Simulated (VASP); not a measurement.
# AlNi3 (Fm-3m) in VASP: notebook

Runs on AlNi3. Level: LDA. Tasks: single point, relaxation of cell and atoms.

All numbers are computed with VASP 6.6.1; they aren't measurements. Logs are shortened: lines on timing, memory, paths and dates and some standing lists are left out, and cuts for length are marked.

### Step 1. The cell of the first run

It takes space group Fm-3m (No. 225, cubic). Conventional cell: a = 5.535 Å, b = 5.535 Å, c = 5.535 Å, α = 90.00°, β = 90.00°, γ = 90.00°. Within 3.2 Å of Al (site symmetry m-3m) lie 14 Ni at 2.40 to 2.77 Å. Within 3.2 Å of Ni (site symmetry -43m) lie 4 Al at 2.40 Å and 10 Ni at 2.40 to 2.77 Å. Ni (site symmetry m-3m) has 8 Ni at 2.40 Å and 6 Al at 2.77 Å within 3.2 Å.

### Step 2. Single point, LDA, collinear spin, ferromagnetic start

INCAR reads:

```
SYSTEM = AlNi3
PREC     = Accurate       ! precision mode
ENCUT    = 520            ! plane-wave cutoff, eV
EDIFF    = 1E-7           ! SCF threshold, eV
ISMEAR   = 0              ! smearing method
SIGMA    = 0.01           ! smearing width, eV
LREAL    = .False.        ! projectors in reciprocal space
LASPH    = .True.         ! aspherical terms in the spheres
NELM     = 150            ! most SCF steps
ALGO     = Normal         ! electronic algorithm
ISIF     = 2              ! what is computed and relaxed
LWAVE    = .False.        ! write WAVECAR
LCHARG   = .True.         ! write CHGCAR
ISPIN    = 2              ! spin polarisation
MAGMOM   = 0 1 1 1        ! initial moments
LORBIT   = 11             ! projections on sites
LMAXMIX  = 4              ! l up to which the mixer works
GGA      = CA             ! functional
LELF     = .True.         ! ELF
LVHAR    = .True.       
NBANDS   = 28             ! bands
```

KPOINTS reads:

```
Automatic mesh
0
Gamma
  6 6 6
  0 0 0
```

POSCAR reads:

```
AlNi3
1.0
    0.0000000000      2.7674511568      2.7674511568
    2.7674511568      0.0000000000      2.7674511568
    2.7674511568      2.7674511568      0.0000000000
Al Ni
1 3
Direct
    0.5000000000      0.5000000000      0.5000000000
    0.2500000000      0.2500000000      0.2500000000
    0.0000000000      0.0000000000      0.0000000000
    0.7500000000      0.7500000000      0.7500000000
```

Potentials or basis: VASP PAW LDA potentials, release 64 (Al, Ni).

Launch:

```sh
$ cat potpaw_LDA.64/Al/POTCAR potpaw_LDA.64/Ni/POTCAR > POTCAR
$ mpirun -np 1 vasp_std > vasp.out
```

OUTCAR:

```text
SYSTEM = AlNi3
   PREC = Accurate
   ENCUT = 520
   EDIFF = 1E-7
   ISMEAR = 0
   LREAL = .False.
   LASPH = .True.
   NELM = 150
   ISIF = 2
   ISPIN = 2
   LORBIT = 11
   GGA = CA

 ion  position               nearest neighbor table
   1  0.500  0.500  0.500-   2 2.40   2 2.40   2 2.40   2 2.40   4 2.40   4 2.40   4 2.40   4 2.40
                             3 2.77   3 2.77   3 2.77   3 2.77   3 2.77   3 2.77
   2  0.250  0.250  0.250-   3 2.40   3 2.40   3 2.40   1 2.40   3 2.40   1 2.40   1 2.40   1 2.40
                             4 2.77   4 2.77   4 2.77   4 2.77   4 2.77   4 2.77
   3  0.000  0.000  0.000-   4 2.40   4 2.40   4 2.40   2 2.40   4 2.40   2 2.40   2 2.40   2 2.40
                             1 2.77   1 2.77   1 2.77   1 2.77   1 2.77   1 2.77
   4  0.750  0.750  0.750-   1 2.40   1 2.40   1 2.40   1 2.40   3 2.40   3 2.40   3 2.40   3 2.40
                             2 2.77   2 2.77   2 2.77   2 2.77   2 2.77   2 2.77

  LATTYP: Found a face centered cubic cell.
 ALAT       =     5.5349023136

  Lattice vectors:

 A1 = (   0.0000000000,   2.7674511568,   2.7674511568)
 A2 = (   2.7674511568,   0.0000000000,   2.7674511568)
 A3 = (   2.7674511568,   2.7674511568,   0.0000000000)

Analysis of symmetry for initial positions (statically):
=====================================================================
 Subroutine PRICEL returns:
 Original cell was already a primitive cell.

 Routine SETGRP: Setting up the symmetry group for a
 face centered cubic supercell.

 Subroutine GETGRP returns: Found 48 space group operations
 (whereof 48 operations were pure point group operations)
 out of a pool of 48 trial point group operations.

The static configuration has the point symmetry O_h .

Analysis of symmetry for dynamics (positions and initial velocities):
=====================================================================
 Subroutine PRICEL returns:
 Original cell was already a primitive cell.

 Routine SETGRP: Setting up the symmetry group for a
 face centered cubic supercell.

 Subroutine GETGRP returns: Found 48 space group operations
 (whereof 48 operations were pure point group operations)
 out of a pool of 48 trial point group operations.

The dynamic configuration has the point symmetry O_h .

Analysis of structural, dynamic, and magnetic symmetry:
=====================================================================
 Subroutine PRICEL returns:
 Original cell was already a primitive cell.

 Routine SETGRP: Setting up the symmetry group for a
 face centered cubic supercell.

 Subroutine GETGRP returns: Found 48 space group operations
 (whereof 48 operations were pure point group operations)
 out of a pool of 48 trial point group operations.

The overall configuration has the point symmetry O_h .

 Subroutine INISYM returns: Found 48 space group operations
 (whereof 48 operations are pure point group operations),
 and found     1 'primitive' translations

----------------------------------------------------------------------------------------

                                     Primitive cell

  volume of cell :      42.3906

  direct lattice vectors                    reciprocal lattice vectors
     0.000000000  2.767451157  2.767451157    -0.180671662  0.180671662  0.180671662
     2.767451157  0.000000000  2.767451157     0.180671662 -0.180671662  0.180671662
     2.767451157  2.767451157  0.000000000     0.180671662  0.180671662 -0.180671662

  length of vectors
     3.913766959  3.913766959  3.913766959     0.312932498  0.312932498  0.312932498

  position of ions in fractional coordinates (direct lattice)
     0.500000000  0.500000000  0.500000000
     0.250000000  0.250000000  0.250000000
     0.000000000  0.000000000  0.000000000
     0.750000000  0.750000000  0.750000000

  ion indices of the primitive-cell ions
   primitive index   ion index
                 1           1
                 2           2
                 3           3
                 4           4

----------------------------------------------------------------------------------------

 KPOINTS: Automatic mesh

Automatic generation of k-mesh.
[... 22 lines left out ...]
            Coordinates               Weight
  0.000000  0.000000  0.000000      1.000000
  0.166667  0.000000  0.000000      8.000000
  0.333333  0.000000  0.000000      8.000000
  0.500000  0.000000  0.000000      4.000000
  0.166667  0.166667  0.000000      6.000000
  0.333333  0.166667  0.000000     24.000000
[... 8 lines left out ...]
 -0.333333  0.333333  0.166667     24.000000
 -0.333333  0.500000  0.166667     12.000000
   k-points           NKPTS =     16   k-points in BZ     NKDIM =     16   number of bands    NBANDS=     28
   number of dos      NEDOS =    301   number of ions     NIONS =      4
   total plane-waves  NPLWV =  27000
   dimension x,y,z NGX =    30 NGY =   30 NGZ =   30
   dimension x,y,z NGXF=    60 NGYF=   60 NGZF=   60
   ions per type =               1   3
   NGX,Y,Z   is equivalent  to a cutoff of  12.74, 12.74, 12.74 a.u.
   NGXF,Y,Z  is equivalent  to a cutoff of  25.49, 25.49, 25.49 a.u.
 SYSTEM =  AlNi3
   PREC   = accura    normal or accurate (medium, high low for compatibility)
   ISTART =      0    job   : 0-new  1-cont  2-samecut
   ICHARG =      2    charge: 1-file 2-atom 10-const
   ISPIN  =      2    spin polarized calculation?
   LNONCOLLINEAR =      F non collinear calculations
   LSORBIT =      F    spin-orbit coupling
   LASPH  =      T    aspherical Exc in radial PAW
   ENCUT  =  520.0 eV  38.22 Ry    6.18 a.u.   7.28  7.28  7.28*2*pi/ulx,y,z
   NELM   =    150;   NELMIN=  2; NELMDL= -5     # of ELM steps
   EDIFF  = 0.1E-06   stopping-criterion for ELM
   LREAL  =      F    real-space projection
   EDIFFG = 0.1E-05   stopping-criterion for IOM
   NSW    =      0    number of steps for IOM
   IBRION =     -1    ionic relax: 0-MD 1-quasi-New 2-CG
   NFREE  =      0    steps in history (QN), initial steepest desc. (CG)
   ISIF   =      2    stress and relaxation
   ISYM   =      2    0-nonsym 1-usesym 2-fastsym
   POTIM  = 0.5000    time-step for ionic-motion
   TEBEG  =    0.0;   TEEND  =   0.0 temperature during run
   PSTRESS=    0.0 pullay stress
   NELECT =      33.0000    total number of electrons
   NUPDOWN=      -1.0000    fix difference up-down
   EMIN   =  10.00;   EMAX   =-10.00  energy-range for DOS
   EFERMI =   0.00;   METHOD = LEGACY
   ISMEAR =     0;   SIGMA  =   0.01  broadening in eV -4-tet -1-fermi 0-gaus
   EFERMI_NEDOS =   21; number of points for ismear=-14 and -15
   IALGO  =     38    algorithm
   IMIX   =      4    mixing-type and parameters
     AMIX     =   0.40;   BMIX     =  1.00
     AMIX_MAG =   1.60;   BMIX_MAG =  1.00
  volume/ion in A,a.u.               =      10.60        71.52
  Fermi-wavevector in a.u.,A,eV,Ry     =   1.505993  2.845913 30.858201  2.268014
  Thomas-Fermi vector in A             =   2.616769
   LORBIT       =     11    0 simple, 1 ext, 2 COOP (PROOUT), +10 PAW based schemes
   GGA     = CA    functional components
   LHFCALC =     F    Hartree Fock is set to
   AEXX    =    0.0000 exact exchange contribution
   IVDW    =     0    specifies the selected vdW correction
   LEPSILON=     F    determine dielectric tensor
   LRPA    =     F    only Hartree local field effects (RPA)
 spin polarized calculation
 Gauss-broadening in eV      SIGMA  =   0.01
  energy-cutoff  :      520.00
  volume of cell :       42.39
 maximum number of plane-waves:      1158
 NGX is ok and might be reduce to    30
   NGX = 15   NGY = 15   NGZ = 15

 number of electron      33.0000033 magnetization       0.4132479

 number of electron      33.0000034 magnetization      -0.0865534

 Free energy of the ion-electron system (eV)
  ---------------------------------------------------
  ext. energy  EPLUGINS =         0.00000000
  ---------------------------------------------------
  free energy    TOTEN  =       -25.62696358 eV

  energy without entropy =      -25.62661509  energy(sigma->0) =      -25.62678933

 E-fermi :  10.0930     XC(G=0): -13.3217

 val. band max:       10.0891491103   @ k =   0.5000   0.1667   0.0000
 cond. band min:      10.1126272661   @ k =  -0.3333   0.5000   0.1667
 fundamental gap:      0.0234781558
 Fermi energy:        10.0930191720

 spin component 1

 k-point     1 :       0.0000    0.0000    0.0000
  band No.  band energies     occupation
      1      -0.2122      1.00000
      2       6.3966      1.00000
      3       6.3966      1.00000
      4       6.5483      1.00000
      5       6.5483      1.00000
      6       6.5483      1.00000
[... 485 lines left out ...]
     27      26.0453      0.00000
     28      27.2022      0.00000
 Fermi energy:        10.0930191720

 spin component 2

 k-point     1 :       0.0000    0.0000    0.0000
  band No.  band energies     occupation
      1      -0.2172      1.00000
      2       6.3737      1.00000
      3       6.3737      1.00000
      4       6.5304      1.00000
      5       6.5304      1.00000
      6       6.5304      1.00000
[... 485 lines left out ...]
     27      26.0388      0.00000
     28      27.1970      0.00000

------------------------ aborting loop because EDIFF is reached ----------------------------------------

  FORCE on cell =-STRESS in cart. coord.  units (eV):
  Direction    XX          YY          ZZ          XY          YZ          ZX
  --------------------------------------------------------------------------------------
  -------------------------------------------------------------------------------------
  Total        0.0605523      0.0605523      0.0605523      0.0000000     -0.0000000      0.0000000
  in kB        2.2886057      2.2886057      2.2886057      0.0000000     -0.0000000      0.0000000
  external PRESSURE =       2.2886057 kB  Pullay stress =       0.0000000 kB

 VOLUME and BASIS-vectors are now :
 -----------------------------------------------------------------------------
  energy-cutoff  :      520.00
  volume of cell :       42.39
      direct lattice vectors                 reciprocal lattice vectors
     0.000000000  2.767451157  2.767451157    -0.180671662  0.180671662  0.180671662
     2.767451157  0.000000000  2.767451157     0.180671662 -0.180671662  0.180671662
     2.767451157  2.767451157  0.000000000     0.180671662  0.180671662 -0.180671662

 POSITION                                       TOTAL-FORCE (eV/Angst)
 -----------------------------------------------------------------------------------
      2.76745      2.76745      2.76745         0.000000      0.000000      0.000000
      1.38373      1.38373      1.38373         0.000000      0.000000     -0.000000
      0.00000      0.00000      0.00000         0.000000      0.000000      0.000000
      4.15118      4.15118      4.15118        -0.000000     -0.000000     -0.000000
 -----------------------------------------------------------------------------------
    total drift:                                0.000000     -0.000000      0.000000

  FREE ENERGIE OF THE ION-ELECTRON SYSTEM (eV)
  ---------------------------------------------------
  free  energy   TOTEN  =       -25.6269635784 eV

  energy  without entropy=      -25.6266150866  energy(sigma->0) =      -25.62678933

 total charge

# of ion       s       p       d       tot
------------------------------------------
    1        0.415   0.435   0.000   0.850
    2        0.503   0.562   8.479   9.544
    3        0.509   0.540   8.448   9.497
    4        0.503   0.562   8.479   9.544
--------------------------------------------------
tot          1.929   2.099  25.407  29.436

 magnetization (x)

# of ion       s       p       d       tot
------------------------------------------
    1        0.000  -0.001   0.000  -0.001
    2       -0.001  -0.001  -0.031  -0.033
    3        0.000  -0.001  -0.017  -0.018
    4       -0.001  -0.001  -0.031  -0.033
--------------------------------------------------
tot         -0.001  -0.004  -0.079  -0.084
```

Wall time 23 s (1 thread of Intel Xeon 6975P-C (Granite Rapids), shared host); peak memory 0.17 GiB.

Results:

```
Free energy                                           : -25.6270 eV
Pressure                                              : 0.2 GPa
Net moment                                            : -0.09 μB per cell
Site moments                                          : Al -0.00; Ni -0.03, -0.02 μB
Valence electrons inside the program's atomic spheres : Al 0.85; Ni 9.54, 9.50
```

### Step 3. Single point, LDA, collinear spin, ferromagnetic start

INCAR reads:

```
  PREC = Accurate
  ENCUT = 520
  EDIFF = 1E-6
  ISMEAR = 0
  SIGMA = 0.01
  LREAL = False
  LASPH = True
  NELM = 150
  ALGO = Normal
  ISIF = 2
  LWAVE = False
  LCHARG = False
  ISPIN = 2
  MAGMOM = 0 1 1 1
  LORBIT = 11
  LMAXMIX = 4
  NBANDS = 28
```

KPOINTS reads:

```
Automatic mesh
0
Gamma
  8 8 8
```

POSCAR is that of step 2.

Potentials or basis: VASP PAW LDA potentials, release 64 (Al, Ni).

Launch:

```sh
$ cat potpaw_LDA.64/Al/POTCAR potpaw_LDA.64/Ni/POTCAR > POTCAR
$ mpirun -np 1 vasp_std > vasp.out
```

Run time: 35 s. Hardware: 1 thread of Intel Xeon 6975P-C (Granite Rapids), shared host; peak memory 0.18 GiB.

The run converged. Its results:

- Free energy: -25.6225 eV
- Pressure: 0.3 GPa
- Net moment: -0.03 μB per cell
- Valence electrons inside the program's atomic spheres: Al 0.85; Ni 9.55, 9.49

Levels at points of the mesh, in eV from the Fermi level:
Spin up:
```tsv
k point	band 12	band 13	band 14	band 15	band 16	band 17	band 18	band 19	band 20	band 21
(0.00, 0.00, 0.00)	-0.95	-0.57	-0.57	-0.53	-0.53	5.62	5.62	5.62	6.15	6.15
(0.50, 0.00, 0.00)	-1.81	-0.66	-0.66	-0.49	-0.49	-0.14	4.48	4.48	5.01	5.01
(0.50, 0.50, 0.00)	-1.20	-1.10	-0.78	-0.61	-0.36	-0.36	-0.36	-0.01	4.47	4.94
```
Spin down:
| k point | band 13 | band 14 | band 15 | band 16 | band 17 | band 18 | band 19 | band 20 |
| --- | --- | --- | --- | --- | --- | --- | --- | --- |
| (0.00, 0.00, 0.00) | -0.60 | -0.60 | -0.53 | -0.53 | 5.62 | 5.62 | 5.62 | 6.14 |
| (0.50, 0.00, 0.00) | -0.67 | -0.67 | -0.49 | -0.49 | -0.14 | 4.47 | 4.47 | 5.01 |
| (0.50, 0.50, 0.00) | -1.12 | -0.79 | -0.63 | -0.37 | -0.37 | -0.36 | -0.03 | 4.46 |

### Step 4. Relaxation of cell and atoms, LDA, collinear spin, ferromagnetic start

This run uses another cell than the first one, of 11.00 Å³/atom, 1.038 times its volume.

INCAR reads:

```
  PREC = Accurate
  ENCUT = 600
  EDIFF = 1E-6
  ISMEAR = 0
  SIGMA = 0.01
  LREAL = F
  LASPH = T
  NELM = 150
  ALGO = Normal
  ISIF = 3
  LWAVE = F
  LCHARG = F
  ISPIN = 2
  MAGMOM = 0 1 1 1
  LORBIT = 11
  LMAXMIX = 4
  IBRION = 2
  NSW = 60
  EDIFFG = -0.02
```

KPOINTS reads:

```
regular mesh
0
Gamma
  6 6 6
```

POSCAR reads:

```
AlNi3
1.0
    0.0000000000      2.8018887600      2.8018887600
    2.8018887600      0.0000000000      2.8018887600
    2.8018887600      2.8018887600      0.0000000000
Al Ni
1 3
Direct
    0.5000000000      0.5000000000      0.5000000000
    0.2500000000      0.2500000000      0.2500000000
    0.0000000000      0.0000000000      0.0000000000
    0.7499999982      0.7499999982      0.7499999982
```

Launch:

```sh
$ cat potpaw_LDA.64/Al/POTCAR potpaw_LDA.64/Ni/POTCAR > POTCAR
$ mpirun -np 1 vasp_std > vasp.out
```

Wall time 81 s (1 thread of Intel Xeon Platinum 8259CL at 2.50GHz (Skylake/Cascade Lake), shared host); peak memory 0.18 GiB.

Results (log left out):

| Property | Result |
| --- | --- |
| Free energy | -25.6275 eV |
| Relaxed volume | 10.61 Å³/atom |
| Relaxed cell | a = 3.915 Å, b = 3.915 Å, c = 3.915 Å, α = 60.00°, β = 60.00°, γ = 60.00° |
| Space group after relaxing (to 0.05 Å) | Fm-3m (No. 225) |
| Energy gained by relaxing | 9.3 meV/atom |
| Ionic steps | 3 |
| Pressure after relaxing | 0.0 GPa |
| Net moment | 0.00 μB per cell |
| Valence electrons inside the program's atomic spheres | Al 0.85; Ni 9.54, 9.50 |

Step by step:
```tsv
step	energy change (eV)	largest force (eV/Å)	pressure (GPa)	volume (Å³)
1	0.0000	0.0000	-7.25	43.99
2	0.0025	0.0000	8.61	40.90
3	-0.0371	0.0000	-0.04	42.43
```

Final structure:
```
Al Ni
1.0
     0.00000    2.76825    2.76825
     2.76825    0.00000    2.76825
     2.76825    2.76825    0.00000
Al Ni
1 3
Direct
  0.50000 0.50000 0.50000
  0.25000 0.25000 0.25000
  0.00000 0.00000 0.00000
  0.75000 0.75000 0.75000
```

Levels at points of the mesh, in eV from the Fermi level:
Spin up:
```tsv
k point	band 14	band 15	band 16	band 17	band 18	band 19
(0.00, 0.00, 0.00)	-0.51	-0.41	-0.41	5.72	5.72	5.72
(0.50, 0.00, 0.00)	-0.57	-0.38	-0.38	-0.03	4.57	4.57
(0.50, 0.50, 0.00)	-0.68	-0.54	-0.26	-0.26	-0.24	0.06
```
Spin down:
| k point | band 14 | band 15 | band 16 | band 17 | band 18 | band 19 |
| --- | --- | --- | --- | --- | --- | --- |
| (0.00, 0.00, 0.00) | -0.51 | -0.41 | -0.41 | 5.72 | 5.72 | 5.72 |
| (0.50, 0.00, 0.00) | -0.57 | -0.38 | -0.38 | -0.03 | 4.57 | 4.57 |
| (0.50, 0.50, 0.00) | -0.68 | -0.54 | -0.26 | -0.26 | -0.24 | 0.06 |

### Step 5. The runs side by side

| task | cell | k mesh | cutoff (eV) | gap on the mesh (eV) | pressure (GPa) | moment (μB) |
| --- | --- | --- | --- | --- | --- | --- |
| single point | a = 3.914 Å, angles 60.0°, 4 atoms | 6 × 6 × 6 | 520 | none | 0.2 | 0.09 |
| single point | a = 3.914 Å, angles 60.0°, 4 atoms | 8 × 8 × 8 | 520 | none | 0.3 | 0.03 |
| relaxation of cell and atoms | relaxed from a = 3.962 Å, angles 60.0°, 4 atoms | 6 × 6 × 6 | 600 | none | 0.0 | 0.00 |

Alike in all rows: level LDA; potentials or basis VASP PAW LDA potentials, release 64 (Al, Ni); spin collinear, ferromagnetic start; smearing gaussian 0.01 eV.

Absolute energies hang on the potentials; compare differences alone.
